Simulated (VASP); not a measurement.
# Li2NiIrC6N6 (Fm-3m) in VASP: single point with PBE

Aim: the single point of Li2NiIrC6N6 with PBE.

All numbers are computed with VASP 6.6.1; they aren't measurements. Logs are shortened: lines on timing, memory, paths and dates and some standing lists are left out, and cuts for length are marked.

### 1 The cell of the first run

The structure is cubic, space group Fm-3m (No. 225). Conventional cell: a = 10.189 Å, b = 10.189 Å, c = 10.189 Å, α = 90.00°, β = 90.00°, γ = 90.00°. Within 4.8 Å of Li (site symmetry -43m) lie 12 N at 3.64 Å and 12 C at 3.66 Å and 4 Ni at 4.41 Å and 4 Ir at 4.41 Å. Ni (site symmetry m-3m) has 6 N at 2.01 Å within 2.7 Å. Within 2.5 Å of Ir (site symmetry m-3m) lie 6 C at 1.92 Å. Within 1.6 Å of C (site symmetry 4mm) lie 1 N at 1.17 Å. N (site symmetry 4mm) has 1 C at 1.17 Å within 1.6 Å.

### 2 Single point, PBE, collinear spin, ferromagnetic start

File INCAR:

```
SYSTEM = Li2NiIrC6N6
PREC = Accurate ; ENCUT = 520
EDIFF = 1E-6 ; ISMEAR = 0
SIGMA = 0.1 ; LREAL = Auto
LASPH = .TRUE. ; NELM = 150
ALGO = Normal ; ISIF = 2
LWAVE = .FALSE. ; LCHARG = .TRUE.
ISPIN = 2 ; MAGMOM = 0 0 2 1 0 0 0 0 0 0 0 0 0 0 0 0
LORBIT = 11 ; LMAXMIX = 4
GGA = PE ; LELF = .TRUE.
LVHAR = .TRUE. ; NBANDS = 58
```

File KPOINTS:

```
Automatic mesh
0
G
  4 4 4
  0 0 0
```

File POSCAR:

```
Li2NiIrC6N6
1.0
    0.0000000000      5.0945000000      5.0945000000
    5.0945000000      0.0000000000      5.0945000000
    5.0945000000      5.0945000000      0.0000000000
Li Ni Ir C N
2 1 1 6 6
Direct
    0.2500000000      0.2500000000      0.2500000000
    0.7500000000      0.7500000000      0.7500000000
    0.5000000000      0.5000000000      0.5000000000
    0.0000000000      0.0000000000      0.0000000000
    0.8118559200      0.1881440800      0.1881440800
    0.1881440800      0.8118559200      0.1881440800
    0.1881440800      0.1881440800      0.8118559200
    0.1881440800      0.8118559200      0.8118559200
    0.8118559200      0.1881440800      0.8118559200
    0.8118559200      0.8118559200      0.1881440800
    0.6970262000      0.3029738000      0.3029738000
    0.3029738000      0.6970262000      0.3029738000
    0.3029738000      0.3029738000      0.6970262000
    0.3029738000      0.6970262000      0.6970262000
    0.6970262000      0.3029738000      0.6970262000
    0.6970262000      0.6970262000      0.3029738000
```

Potentials or basis: VASP PAW PBE potentials, release 64 (Li_sv, Ni, Ir, C, N).

On the command line:

```bash
$ cat potpaw_PBE.64/Li_sv/POTCAR potpaw_PBE.64/Ni/POTCAR potpaw_PBE.64/Ir/POTCAR potpaw_PBE.64/C/POTCAR potpaw_PBE.64/N/POTCAR > POTCAR
$ mpirun -np 1 vasp_std > vasp.out
```

OUTCAR:

```text
SYSTEM = Li2NiIrC6N6
   PREC = Accurate
   ENCUT = 520
   EDIFF = 1E-6
   ISMEAR = 0
   LREAL = Auto
   LASPH = .TRUE.
   NELM = 150
   ISIF = 2
   ISPIN = 2
   LORBIT = 11
   GGA = PE

 ion  position               nearest neighbor table
   1  0.250  0.250  0.250-
   2  0.750  0.750  0.750-
   3  0.500  0.500  0.500-  11 2.01  12 2.01  13 2.01  14 2.01  15 2.01  16 2.01
   4  0.000  0.000  0.000-   5 1.92   6 1.92   7 1.92   8 1.92   9 1.92  10 1.92
   5  0.812  0.188  0.188-  11 1.17   4 1.92
   6  0.188  0.812  0.188-  12 1.17   4 1.92
   7  0.188  0.188  0.812-  13 1.17   4 1.92
   8  0.188  0.812  0.812-  14 1.17   4 1.92
   9  0.812  0.188  0.812-  15 1.17   4 1.92
  10  0.812  0.812  0.188-  16 1.17   4 1.92
  11  0.697  0.303  0.303-   5 1.17   3 2.01
  12  0.303  0.697  0.303-   6 1.17   3 2.01
  13  0.303  0.303  0.697-   7 1.17   3 2.01
  14  0.303  0.697  0.697-   8 1.17   3 2.01
  15  0.697  0.303  0.697-   9 1.17   3 2.01
  16  0.697  0.697  0.303-  10 1.17   3 2.01

  LATTYP: Found a face centered cubic cell.
 ALAT       =    10.1890000000

  Lattice vectors:

 A1 = (   0.0000000000,   5.0945000000,   5.0945000000)
 A2 = (   5.0945000000,   0.0000000000,   5.0945000000)
 A3 = (   5.0945000000,   5.0945000000,   0.0000000000)

Analysis of symmetry for initial positions (statically):
=====================================================================
 Subroutine PRICEL returns:
 Original cell was already a primitive cell.

 Routine SETGRP: Setting up the symmetry group for a
 face centered cubic supercell.

 Subroutine GETGRP returns: Found 48 space group operations
 (whereof 48 operations were pure point group operations)
 out of a pool of 48 trial point group operations.

The static configuration has the point symmetry O_h .

Analysis of symmetry for dynamics (positions and initial velocities):
=====================================================================
 Subroutine PRICEL returns:
 Original cell was already a primitive cell.

 Routine SETGRP: Setting up the symmetry group for a
 face centered cubic supercell.

 Subroutine GETGRP returns: Found 48 space group operations
 (whereof 48 operations were pure point group operations)
 out of a pool of 48 trial point group operations.

The dynamic configuration has the point symmetry O_h .

Analysis of structural, dynamic, and magnetic symmetry:
=====================================================================
 Subroutine PRICEL returns:
 Original cell was already a primitive cell.

 Routine SETGRP: Setting up the symmetry group for a
 face centered cubic supercell.

 Subroutine GETGRP returns: Found 48 space group operations
 (whereof 48 operations were pure point group operations)
 out of a pool of 48 trial point group operations.

The overall configuration has the point symmetry O_h .

 Subroutine INISYM returns: Found 48 space group operations
 (whereof 48 operations are pure point group operations),
 and found     1 'primitive' translations

----------------------------------------------------------------------------------------

                                     Primitive cell

  volume of cell :     264.4446

  direct lattice vectors                    reciprocal lattice vectors
     0.000000000  5.094500000  5.094500000    -0.098145058  0.098145058  0.098145058
     5.094500000  0.000000000  5.094500000     0.098145058 -0.098145058  0.098145058
     5.094500000  5.094500000  0.000000000     0.098145058  0.098145058 -0.098145058

  length of vectors
     7.204710994  7.204710994  7.204710994     0.169992228  0.169992228  0.169992228

  position of ions in fractional coordinates (direct lattice)
     0.250000000  0.250000000  0.250000000
     0.750000000  0.750000000  0.750000000
     0.500000000  0.500000000  0.500000000
     0.000000000  0.000000000  0.000000000
     0.811855920  0.188144080  0.188144080
     0.188144080  0.811855920  0.188144080
[... 8 lines left out ...]
     0.697026200  0.302973800  0.697026200
     0.697026200  0.697026200  0.302973800

  ion indices of the primitive-cell ions
   primitive index   ion index
                 1           1
                 2           2
                 3           3
                 4           4
                 5           5
                 6           6
[... 8 lines left out ...]
                15          15
                16          16

----------------------------------------------------------------------------------------

 KPOINTS: Automatic mesh

Automatic generation of k-mesh.
 Grid dimensions read from file:
 generate k-points for:    4    4    4

 Generating k-lattice:

  Cartesian coordinates                     Fractional coordinates (reciprocal lattice)
    -0.024536265  0.024536265  0.024536265     0.250000000  0.000000000  0.000000000
     0.024536265 -0.024536265  0.024536265     0.000000000  0.250000000  0.000000000
     0.024536265  0.024536265 -0.024536265     0.000000000  0.000000000  0.250000000

  Length of vectors
     0.042498057  0.042498057  0.042498057

  Shift w.r.t. Gamma in fractional coordinates (k-lattice)
     0.000000000  0.000000000  0.000000000

 Subroutine IBZKPT returns following result:
 ===========================================

 Found      8 irreducible k-points:

 Following reciprocal coordinates:
            Coordinates               Weight
  0.000000  0.000000  0.000000      1.000000
  0.250000  0.000000  0.000000      8.000000
  0.500000  0.000000  0.000000      4.000000
  0.250000  0.250000  0.000000      6.000000
  0.500000  0.250000  0.000000     24.000000
 -0.250000  0.250000  0.000000     12.000000
  0.500000  0.500000  0.000000      3.000000
 -0.250000  0.500000  0.250000      6.000000
   k-points           NKPTS =      8   k-points in BZ     NKDIM =      8   number of bands    NBANDS=     58
   number of dos      NEDOS =    301   number of ions     NIONS =     16
   total plane-waves  NPLWV = 157464
   dimension x,y,z NGX =    54 NGY =   54 NGZ =   54
   dimension x,y,z NGXF=   108 NGYF=  108 NGZF=  108
   ions per type =               2   1   1   6   6
   NGX,Y,Z   is equivalent  to a cutoff of  12.46, 12.46, 12.46 a.u.
   NGXF,Y,Z  is equivalent  to a cutoff of  24.92, 24.92, 24.92 a.u.
 SYSTEM =  Li2NiIrC6N6
   PREC   = accura    normal or accurate (medium, high low for compatibility)
   ISTART =      0    job   : 0-new  1-cont  2-samecut
   ICHARG =      2    charge: 1-file 2-atom 10-const
   ISPIN  =      2    spin polarized calculation?
   LNONCOLLINEAR =      F non collinear calculations
   LSORBIT =      F    spin-orbit coupling
   LASPH  =      T    aspherical Exc in radial PAW
   ENCUT  =  520.0 eV  38.22 Ry    6.18 a.u.  13.40 13.40 13.40*2*pi/ulx,y,z
   NELM   =    150;   NELMIN=  2; NELMDL= -5     # of ELM steps
   EDIFF  = 0.1E-05   stopping-criterion for ELM
   LREAL  =      T    real-space projection
   EDIFFG = 0.1E-04   stopping-criterion for IOM
   NSW    =      0    number of steps for IOM
   IBRION =     -1    ionic relax: 0-MD 1-quasi-New 2-CG
   NFREE  =      0    steps in history (QN), initial steepest desc. (CG)
   ISIF   =      2    stress and relaxation
   ISYM   =      2    0-nonsym 1-usesym 2-fastsym
   POTIM  = 0.5000    time-step for ionic-motion
   TEBEG  =    0.0;   TEEND  =   0.0 temperature during run
   PSTRESS=    0.0 pullay stress
   NELECT =      79.0000    total number of electrons
   NUPDOWN=      -1.0000    fix difference up-down
   EMIN   =  10.00;   EMAX   =-10.00  energy-range for DOS
   EFERMI =   0.00;   METHOD = LEGACY
   ISMEAR =     0;   SIGMA  =   0.10  broadening in eV -4-tet -1-fermi 0-gaus
   EFERMI_NEDOS =   21; number of points for ismear=-14 and -15
   IALGO  =     38    algorithm
   IMIX   =      4    mixing-type and parameters
     AMIX     =   0.40;   BMIX     =  1.00
     AMIX_MAG =   1.60;   BMIX_MAG =  1.00
  volume/ion in A,a.u.               =      16.53       111.54
  Fermi-wavevector in a.u.,A,eV,Ry     =   1.094390  2.068098 16.295568  1.197690
  Thomas-Fermi vector in A             =   2.230694
   LORBIT       =     11    0 simple, 1 ext, 2 COOP (PROOUT), +10 PAW based schemes
   GGA     = PE    functional components
   LHFCALC =     F    Hartree Fock is set to
   AEXX    =    0.0000 exact exchange contribution
   IVDW    =     0    specifies the selected vdW correction
   LEPSILON=     F    determine dielectric tensor
   LRPA    =     F    only Hartree local field effects (RPA)
 spin polarized calculation
 Gauss-broadening in eV      SIGMA  =   0.10
  energy-cutoff  :      520.00
  volume of cell :      264.44
 maximum number of plane-waves:      7147
 NGX is ok and might be reduce to    54
   NGX = 27   NGY = 27   NGZ = 27

 number of electron      78.9999999 magnetization       1.4803324

 Free energy of the ion-electron system (eV)
  ---------------------------------------------------
  ext. energy  EPLUGINS =         0.00000000
  ---------------------------------------------------
  free energy    TOTEN  =      -118.54944647 eV

  energy without entropy =     -118.50955267  energy(sigma->0) =     -118.52949957

 E-fermi :   3.4112     XC(G=0):  -7.8294

 val. band max:        3.3683122890   @ k =   0.0000   0.0000   0.0000
 cond. band min:       3.4326363619   @ k =  -0.2500   0.2500   0.0000
 fundamental gap:      0.0643240729
 Fermi energy:         3.4111791720

 spin component 1

 k-point     1 :       0.0000    0.0000    0.0000
  band No.  band energies     occupation
      1     -47.4910      1.00000
      2     -47.4909      1.00000
      3     -17.1720      1.00000
      4     -16.8552      1.00000
      5     -16.8552      1.00000
      6     -16.8552      1.00000
[... 43 lines left out ...]
     50       5.5944      0.00000
     51       5.5944      0.00000
[... 376 lines left out ...]
     50       5.4435      0.00000
     51       5.7247      0.00000
 Fermi energy:         3.4111791720

 spin component 2

 k-point     1 :       0.0000    0.0000    0.0000
  band No.  band energies     occupation
      1     -47.4920      1.00000
      2     -47.4919      1.00000
      3     -17.1350      1.00000
      4     -16.8173      1.00000
      5     -16.8173      1.00000
      6     -16.8173      1.00000
[... 43 lines left out ...]
     50       5.6140      0.00000
     51       5.6140      0.00000
[... 376 lines left out ...]
     50       5.4865      0.00000
     51       5.7449      0.00000
 [bands above 51 left out]

------------------------ aborting loop because EDIFF is reached ----------------------------------------

  FORCE on cell =-STRESS in cart. coord.  units (eV):
  Direction    XX          YY          ZZ          XY          YZ          ZX
  --------------------------------------------------------------------------------------
  -------------------------------------------------------------------------------------
  Total       15.0816712     15.0816712     15.0816712      0.0000000      0.0000000     -0.0000000
  in kB       91.3745718     91.3745718     91.3745718      0.0000000      0.0000000     -0.0000000
  external PRESSURE =      91.3745718 kB  Pullay stress =       0.0000000 kB

 VOLUME and BASIS-vectors are now :
 -----------------------------------------------------------------------------
  energy-cutoff  :      520.00
  volume of cell :      264.44
      direct lattice vectors                 reciprocal lattice vectors
     0.000000000  5.094500000  5.094500000    -0.098145058  0.098145058  0.098145058
     5.094500000  0.000000000  5.094500000     0.098145058 -0.098145058  0.098145058
     5.094500000  5.094500000  0.000000000     0.098145058  0.098145058 -0.098145058

 POSITION                                       TOTAL-FORCE (eV/Angst)
 -----------------------------------------------------------------------------------
      2.54725      2.54725      2.54725         0.000000     -0.000000      0.000000
      7.64175      7.64175      7.64175        -0.000000      0.000000      0.000000
      5.09450      5.09450      5.09450        -0.000000      0.000000      0.000000
      0.00000      0.00000      0.00000         0.000000      0.000000      0.000000
      1.91700      5.09450      5.09450         2.107685      0.000000      0.000000
      5.09450      1.91700      5.09450         0.000000      2.107685      0.000000
[... 8 lines left out ...]
      5.09450      7.10200      5.09450         0.000000      0.109865      0.000000
      5.09450      5.09450      7.10200         0.000000      0.000000      0.109865
 -----------------------------------------------------------------------------------
    total drift:                               -0.000000      0.000000      0.000000

  FREE ENERGIE OF THE ION-ELECTRON SYSTEM (eV)
  ---------------------------------------------------
  free  energy   TOTEN  =      -118.5494464716 eV

  energy  without entropy=     -118.5095526671  energy(sigma->0) =     -118.52949957

 total charge

# of ion       s       p       d       tot
------------------------------------------
    1        1.999   0.003   0.000   2.002
    2        1.999   0.003   0.000   2.002
    3        0.362   0.552   8.310   9.224
    4        0.849   1.475   7.387   9.710
    5        0.956   1.702   0.000   2.658
    6        0.956   1.702   0.000   2.658
[... 8 lines left out ...]
   15        1.315   2.564   0.000   3.878
   16        1.315   2.564   0.000   3.878
--------------------------------------------------
tot         18.831  27.627  15.696  62.154

 magnetization (x)

# of ion       s       p       d       tot
------------------------------------------
    1       -0.000  -0.000   0.000  -0.000
    2       -0.000  -0.000   0.000  -0.000
    3        0.000  -0.000   1.268   1.268
    4        0.001   0.005  -0.004   0.002
    5        0.002  -0.004   0.000  -0.002
    6        0.002  -0.004   0.000  -0.002
[... 8 lines left out ...]
   15        0.013   0.028   0.000   0.041
   16        0.013   0.028   0.000   0.041
--------------------------------------------------
tot          0.091   0.150   1.263   1.505
```

Run time: 12 min. Hardware: 1 thread of Intel Xeon Platinum 8259CL at 2.50GHz (Skylake/Cascade Lake), shared host; peak memory 0.6 GiB.

Results:

```
Free energy                                           : -118.5494 eV
Largest force                                         : 2.108 eV/Å
Net moment                                            : 1.48 μB per cell
Site moments                                          : Li -0.00; Ni +1.27; Ir +0.00; C -0.00; N +0.04 μB
Valence electrons inside the program's atomic spheres : Li 2.00; Ni 9.22; Ir 9.71; C 2.66; N 3.88
```

Forces in eV/Å, atoms in the order of the input:
```
Li   0.000  0.000  0.000
Li   0.000  0.000  0.000
Ni   0.000  0.000  0.000
Ir   0.000  0.000  0.000
C    2.108  0.000  0.000
C    0.000  2.108  0.000
C    0.000  0.000  2.108
C   -2.108  0.000  0.000
C    0.000 -2.108  0.000
C    0.000  0.000 -2.108
N   -0.110  0.000  0.000
N    0.000 -0.110  0.000
N    0.000  0.000 -0.110
N    0.110  0.000  0.000
N    0.000  0.110  0.000
N    0.000  0.000  0.110
```

Levels at points of the mesh, in eV from the Fermi level:
Spin up:
| k point | band 36 | band 37 | band 38 | band 39 | band 40 | band 41 | band 42 | band 43 | band 44 | band 45 |
| --- | --- | --- | --- | --- | --- | --- | --- | --- | --- | --- |
| (0.00, 0.00, 0.00) | -2.98 | -2.98 | -2.98 | -1.93 | -1.93 | -0.66 | 0.63 | 1.36 | 1.36 | 1.36 |
| (0.50, 0.00, 0.00) | -3.23 | -3.23 | -3.23 | -1.74 | -1.74 | 0.38 | 0.43 | 1.33 | 1.55 | 1.55 |
| (0.50, 0.50, 0.00) | -3.11 | -3.11 | -2.99 | -1.93 | -1.84 | 0.53 | 0.95 | 1.16 | 1.34 | 1.46 |
Spin down:
```csv
k point,band 35,band 36,band 37,band 38,band 39,band 40,band 41,band 42
"(0.00, 0.00, 0.00)",-5.37,-2.32,-2.32,-2.32,-0.66,-0.04,-0.04,0.62
"(0.50, 0.00, 0.00)",-4.59,-2.56,-2.54,-2.54,0.12,0.12,0.38,0.44
"(0.50, 0.50, 0.00)",-4.25,-2.40,-2.40,-2.33,-0.04,0.06,0.53,0.97
```

Caveat: the cutoff is under 1.25 times the usual one of these potentials, so pressure, stress and relaxed cells hold a basis-set (Pulay) error; spin-orbit coupling is left out, which moves the levels of the heavy elements; a cell with one magnetic atom can't hold antiferromagnetic order, which such compounds often take; forces of over 1 eV/Å act on the atoms, so gaps and moduli don't describe the material at rest.
